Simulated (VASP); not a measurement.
# BaTiO3 (Barioperovskite) in VASP: further runs

Runs on BaTiO3 (Barioperovskite). Level: PBEsol. Tasks: single point.

Program: VASP 6.6.1. These are calculated values, not measurements. Logs are shortened: lines on timing, memory, paths and dates and some standing lists are left out, and cuts for length are marked.

## (1) The cell of the first run

It takes space group Amm2 (No. 38, orthorhombic). Conventional cell: a = 3.986 Å, b = 5.674 Å, c = 5.690 Å, α = 90.00°, β = 90.00°, γ = 90.00°. Within 3.7 Å of Ba (site symmetry mm2) lie 12 O at 2.77 to 2.92 Å and 8 Ti at 3.42 to 3.53 Å. Ti (site symmetry mm2) has 6 O at 1.93 to 2.09 Å within 2.6 Å. O (site symmetry mm2) has 2 Ti at 2.00 Å within 2.6 Å. Within 2.6 Å of O (site symmetry m) lie 2 Ti at 1.93 to 2.09 Å.

## (2) Single point, PBEsol

INCAR

```
SYSTEM = BaTiO3
PREC = Accurate
ENCUT = 520
EDIFF = 1E-7
ISMEAR = -1
SIGMA = 0.05
LREAL = .FALSE.
LASPH = .TRUE.
NELM = 100
ALGO = Normal
ISIF = 2
LWAVE = .FALSE.
LCHARG = .TRUE.
GGA = PS
LELF = .TRUE.
LVHAR = .TRUE.
NBANDS = 28
```

KPOINTS

```
regular mesh
0
G
  6 6 6
  0 0 0
```

POSCAR

```
BaTiO3
1.0
    3.9855000000      0.0000000000      0.0000000000
    0.0000000000      2.8369000000      2.8451500000
    0.0000000000     -2.8369000000      2.8451500000
Ba Ti O
1 1 3
Direct
    0.0000000000      0.0000000000      0.0000000000
    0.5000000000      0.5124000000      0.5124000000
    0.0000000000      0.4874000000      0.4874000000
    0.5000000000      0.5052400000      0.9918400000
    0.5000000000      0.9918400000      0.5052400000
```

Potentials or basis: VASP PAW PBE potentials, release 64 (Ba_sv, Ti_sv, O).

Started as:

```console
$ cat potpaw_PBE.64/Ba_sv/POTCAR potpaw_PBE.64/Ti_sv/POTCAR potpaw_PBE.64/O/POTCAR > POTCAR
$ mpirun -np 1 vasp_std > vasp.out
```

OUTCAR:

```text
SYSTEM = BaTiO3
   PREC = Accurate
   ENCUT = 520
   EDIFF = 1E-7
   ISMEAR = -1
   LREAL = .FALSE.
   LASPH = .TRUE.
   NELM = 100
   ISIF = 2
   GGA = PS

 ion  position               nearest neighbor table
   1  0.000  0.000  0.000-   3 2.77   4 2.81   5 2.81   4 2.81   5 2.81   3 2.84   3 2.84   4 2.84
                             5 2.84   5 2.84   4 2.84   3 2.92   2 3.42   2 3.42   2 3.47   2 3.47
   2  0.500  0.512  0.512-   4 1.93   5 1.93   3 2.00   3 2.00   5 2.09   4 2.09   1 3.42   1 3.42
                             1 3.47   1 3.47   1 3.47   1 3.47   1 3.53   1 3.53
   3  0.000  0.487  0.487-   2 2.00   2 2.00   1 2.77   1 2.84   1 2.84   1 2.92
   4  0.500  0.505  0.992-   2 1.93   2 2.09   1 2.81   1 2.81   1 2.84   1 2.84
   5  0.500  0.992  0.505-   2 1.93   2 2.09   1 2.81   1 2.81   1 2.84   1 2.84

  LATTYP: Found a base centered orthorhombic cell.
 ALAT       =     5.6738000000
 B/A-ratio  =     1.0029081039
 C/A-ratio  =     0.7024392823

  Lattice vectors:

 A1 = (   0.0000000000,   2.8369000000,  -2.8451500000)
 A2 = (   0.0000000000,   2.8369000000,   2.8451500000)
 A3 = (   3.9855000000,   0.0000000000,   0.0000000000)

Analysis of symmetry for initial positions (statically):
=====================================================================
 Subroutine PRICEL returns:
 Original cell was already a primitive cell.

 Routine SETGRP: Setting up the symmetry group for a
 base centered orthorhombic supercell.

 Subroutine GETGRP returns: Found  4 space group operations
 (whereof  4 operations were pure point group operations)
 out of a pool of  8 trial point group operations.

The static configuration has the point symmetry C_2v.

Analysis of symmetry for dynamics (positions and initial velocities):
=====================================================================
 Subroutine PRICEL returns:
 Original cell was already a primitive cell.

 Routine SETGRP: Setting up the symmetry group for a
 base centered orthorhombic supercell.

 Subroutine GETGRP returns: Found  4 space group operations
 (whereof  4 operations were pure point group operations)
 out of a pool of  8 trial point group operations.

The dynamic configuration has the point symmetry C_2v.

 Subroutine INISYM returns: Found  4 space group operations
 (whereof  4 operations are pure point group operations),
 and found     1 'primitive' translations

----------------------------------------------------------------------------------------

                                     Primitive cell

  volume of cell :      64.3372

  direct lattice vectors                    reciprocal lattice vectors
     3.985500000  0.000000000  0.000000000     0.250909547  0.000000000  0.000000000
     0.000000000  2.836900000  2.845150000     0.000000000  0.176248722  0.175737659
     0.000000000 -2.836900000  2.845150000     0.000000000 -0.176248722  0.175737659

  length of vectors
     3.985500000  4.017820321  4.017820321     0.250909547  0.248892219  0.248892219

  position of ions in fractional coordinates (direct lattice)
     0.000000000  0.000000000  0.000000000
     0.500000000  0.512400000  0.512400000
     0.000000000  0.487400000  0.487400000
     0.500000000  0.505240000  0.991840000
     0.500000000  0.991840000  0.505240000

  ion indices of the primitive-cell ions
   primitive index   ion index
                 1           1
                 2           2
                 3           3
                 4           4
                 5           5

----------------------------------------------------------------------------------------

 KPOINTS: regular mesh

Automatic generation of k-mesh.
 Grid dimensions read from file:
 generate k-points for:    6    6    6

 Generating k-lattice:

  Cartesian coordinates                     Fractional coordinates (reciprocal lattice)
     0.041818258  0.000000000  0.000000000     0.166666667  0.000000000  0.000000000
     0.000000000  0.029374787  0.029289610     0.000000000  0.166666667  0.000000000
     0.000000000 -0.029374787  0.029289610     0.000000000  0.000000000  0.166666667

  Length of vectors
     0.041818258  0.041482037  0.041482037

  Shift w.r.t. Gamma in fractional coordinates (k-lattice)
     0.000000000  0.000000000  0.000000000

 Subroutine IBZKPT returns following result:
 ===========================================

 Found     52 irreducible k-points:

 Following reciprocal coordinates:
            Coordinates               Weight
  0.000000  0.000000  0.000000      1.000000
  0.166667  0.000000  0.000000      2.000000
  0.333333  0.000000  0.000000      2.000000
  0.500000  0.000000  0.000000      1.000000
  0.000000  0.166667  0.000000      4.000000
  0.166667  0.166667  0.000000      8.000000
[... 16 lines left out ...]
  0.333333  0.333333  0.166667      8.000000
  0.500000  0.333333  0.166667      4.000000
 [... further k-points ...]
   k-points           NKPTS =     52   k-points in BZ     NKDIM =     52   number of bands    NBANDS=     28
   number of dos      NEDOS =    301   number of ions     NIONS =      5
   total plane-waves  NPLWV =  27000
   dimension x,y,z NGX =    30 NGY =   30 NGZ =   30
   dimension x,y,z NGXF=    60 NGYF=   60 NGZF=   60
   ions per type =               1   1   3
   NGX,Y,Z   is equivalent  to a cutoff of  12.51, 12.41, 12.41 a.u.
   NGXF,Y,Z  is equivalent  to a cutoff of  25.03, 24.83, 24.83 a.u.
 SYSTEM =  BaTiO3
   PREC   = accura    normal or accurate (medium, high low for compatibility)
   ISTART =      0    job   : 0-new  1-cont  2-samecut
   ICHARG =      2    charge: 1-file 2-atom 10-const
   ISPIN  =      1    spin polarized calculation?
   LNONCOLLINEAR =      F non collinear calculations
   LSORBIT =      F    spin-orbit coupling
   LASPH  =      T    aspherical Exc in radial PAW
   ENCUT  =  520.0 eV  38.22 Ry    6.18 a.u.   7.41  7.47  7.47*2*pi/ulx,y,z
   NELM   =    100;   NELMIN=  2; NELMDL= -5     # of ELM steps
   EDIFF  = 0.1E-06   stopping-criterion for ELM
   LREAL  =      F    real-space projection
   EDIFFG = 0.1E-05   stopping-criterion for IOM
   NSW    =      0    number of steps for IOM
   IBRION =     -1    ionic relax: 0-MD 1-quasi-New 2-CG
   NFREE  =      0    steps in history (QN), initial steepest desc. (CG)
   ISIF   =      2    stress and relaxation
   ISYM   =      2    0-nonsym 1-usesym 2-fastsym
   POTIM  = 0.5000    time-step for ionic-motion
   TEBEG  =    0.0;   TEEND  =   0.0 temperature during run
   PSTRESS=    0.0 pullay stress
   NELECT =      40.0000    total number of electrons
   NUPDOWN=      -1.0000    fix difference up-down
   EMIN   =  10.00;   EMAX   =-10.00  energy-range for DOS
   EFERMI =   0.00;   METHOD = LEGACY
   ISMEAR =    -1;   SIGMA  =   0.05  broadening in eV -4-tet -1-fermi 0-gaus
   EFERMI_NEDOS =   21; number of points for ismear=-14 and -15
   IALGO  =     38    algorithm
   IMIX   =      4    mixing-type and parameters
     AMIX     =   0.40;   BMIX     =  1.00
     AMIX_MAG =   1.60;   BMIX_MAG =  1.00
  volume/ion in A,a.u.               =      12.87        86.83
  Fermi-wavevector in a.u.,A,eV,Ry     =   1.397250  2.640420 26.562762  1.952308
  Thomas-Fermi vector in A             =   2.520525
   LORBIT       =      0    0 simple, 1 ext, 2 COOP (PROOUT), +10 PAW based schemes
   GGA     = PS    functional components
   LHFCALC =     F    Hartree Fock is set to
   AEXX    =    0.0000 exact exchange contribution
   IVDW    =     0    specifies the selected vdW correction
   LEPSILON=     F    determine dielectric tensor
   LRPA    =     F    only Hartree local field effects (RPA)
 non-spin polarized calculation
  energy-cutoff  :      520.00
  volume of cell :       64.34
 maximum number of plane-waves:      1754
 NGX is ok and might be reduce to    30
   NGX = 15   NGY = 15   NGZ = 15

 number of electron      39.9999995 magnetization

 Free energy of the ion-electron system (eV)
  ---------------------------------------------------
  ext. energy  EPLUGINS =         0.00000000
  ---------------------------------------------------
  free energy    TOTEN  =       -41.97688815 eV

  energy without entropy =      -41.97688815  energy(sigma->0) =      -41.97688815

 E-fermi :   4.5964     XC(G=0): -11.4952

 val. band max:        3.6632749478   @ k =   0.5000   0.5000   0.5000
 cond. band min:       5.4666998424   @ k =   0.0000   0.0000   0.0000
 fundamental gap:      1.8034248946
 Fermi energy:         4.5964428677

 k-point     1 :       0.0000    0.0000    0.0000
  band No.  band energies     occupation
      1     -52.6414      2.00000
      2     -28.9809      2.00000
      3     -28.9792      2.00000
      4     -28.9640      2.00000
      5     -21.1117      2.00000
      6     -13.1420      2.00000
[... 20 lines left out ...]
     27       8.6188      0.00000
     28      10.7901      0.00000

 k-point     2 :       0.1667    0.0000    0.0000
  band No.  band energies     occupation
      1     -52.6411      2.00000
      2     -28.9804      2.00000
      3     -28.9792      2.00000
      4     -28.9776      2.00000
      5     -21.0811      2.00000
      6     -13.1618      2.00000
[... 20 lines left out ...]
     27       9.1358      0.00000
     28      11.4619      0.00000

 k-point     3 :       0.3333    0.0000    0.0000
  band No.  band energies     occupation
      1     -52.6405      2.00000
      2     -29.0061      2.00000
      3     -28.9793      2.00000
      4     -28.9775      2.00000
      5     -21.0183      2.00000
      6     -13.2877      2.00000
[... 20 lines left out ...]
     27      10.3627      0.00000
     28      11.8796      0.00000

 k-point     4 :       0.5000    0.0000    0.0000
  band No.  band energies     occupation
      1     -52.6402      2.00000
      2     -29.0200      2.00000
      3     -28.9787      2.00000
      4     -28.9770      2.00000
      5     -20.9863      2.00000
      6     -13.3735      2.00000
[... 578 lines left out ...]
     27      11.0558      0.00000
     28      12.0698      0.00000

 k-point    23 :       0.3333    0.3333    0.1667
  band No.  band energies     occupation
      1     -52.6395      2.00000
      2     -29.0158      2.00000
      3     -29.0031      2.00000
      4     -28.9895      2.00000
      5     -20.9362      2.00000
      6     -12.8987      2.00000
[... 20 lines left out ...]
     27      11.8379      0.00000
     28      11.9137      0.00000

 k-point    24 :       0.5000    0.3333    0.1667
  band No.  band energies     occupation
      1     -52.6393      2.00000
      2     -29.0167      2.00000
      3     -29.0150      2.00000
      4     -28.9889      2.00000
      5     -20.9138      2.00000
      6     -12.8362      2.00000
[... 20 lines left out ...]
     27      11.7730      0.00000
     28      12.1757      0.00000

 [... further k-points ...]
[... 5 lines left out ...]
  --------------------------------------------------------------------------------------
  -------------------------------------------------------------------------------------
  Total       -0.8110515     -0.7490251     -1.0018328      0.0000000      0.0000000      0.0000000
  in kB      -20.1974719    -18.6528400    -24.9484642      0.0000000      0.0000000      0.0000000
  external PRESSURE =     -21.2662587 kB  Pullay stress =       0.0000000 kB

 VOLUME and BASIS-vectors are now :
 -----------------------------------------------------------------------------
  energy-cutoff  :      520.00
  volume of cell :       64.34
      direct lattice vectors                 reciprocal lattice vectors
     3.985500000  0.000000000  0.000000000     0.250909547  0.000000000  0.000000000
     0.000000000  2.836900000  2.845150000     0.000000000  0.176248722  0.175737659
     0.000000000 -2.836900000  2.845150000     0.000000000 -0.176248722  0.175737659

 POSITION                                       TOTAL-FORCE (eV/Angst)
 -----------------------------------------------------------------------------------
      0.00000      0.00000      0.00000         0.000000      0.000000      0.154304
      1.99275      0.00000      2.91571         0.000000      0.000000      0.182363
      0.00000      0.00000      2.77345         0.000000      0.000000      0.219612
      1.99275     -1.38044      4.25942         0.000000      0.009106     -0.278140
      1.99275      1.38044      4.25942         0.000000     -0.009106     -0.278140
 -----------------------------------------------------------------------------------
    total drift:                                0.000000      0.000001      0.000589

  FREE ENERGIE OF THE ION-ELECTRON SYSTEM (eV)
  ---------------------------------------------------
  free  energy   TOTEN  =       -41.9768881473 eV

  energy  without entropy=      -41.9768881463  energy(sigma->0) =      -41.97688815
```

Run time: 97 s. Hardware: 1 thread of AMD EPYC 7R43 (Zen 3), shared host; peak memory 0.2 GiB.

What came out:

```
Free energy            : -41.9769 eV
Pressure               : -2.1 GPa
Largest force          : 0.278 eV/Å
Band gap on the k mesh : 1.80 eV, indirect (least direct gap 2.01 eV)
```

Forces on the atoms (eV/Å):
```
Ba   0.000  0.000  0.154
Ti   0.000  0.000  0.182
O    0.000  0.000  0.220
O    0.000  0.009 -0.278
O    0.000 -0.009 -0.278
```

Levels at points of the mesh, in eV from the valence-band top:
```csv
k point,band 17,band 18,band 19,band 20,band 21,band 22,band 23,band 24
"(0.00, 0.00, 0.00)",-1.11,-0.36,-0.25,-0.21,1.80,1.87,2.03,4.04
"(0.50, 0.00, 0.00)",-1.84,-1.76,-0.84,-0.79,2.01,3.51,3.59,4.02
"(0.00, 0.50, 0.00)",-1.87,-1.71,-0.83,-0.75,2.06,3.53,3.56,4.07
"(0.50, 0.50, 0.00)",-1.74,-0.90,-0.89,-0.09,3.55,3.57,3.95,4.78
"(0.00, 0.50, 0.50)",-1.68,-0.92,-0.88,-0.14,3.54,3.60,3.94,4.90
"(0.50, 0.50, 0.50)",-2.41,-0.05,-0.01,0.00,4.16,4.21,4.22,6.52
```

Caveat: the PAW data sets were made with another functional, which shifts forces and pressure a little; spin-orbit coupling is left out, which moves the levels of the heavy elements. A k mesh can miss the band edges.

(Continued in part 2 of 2.)
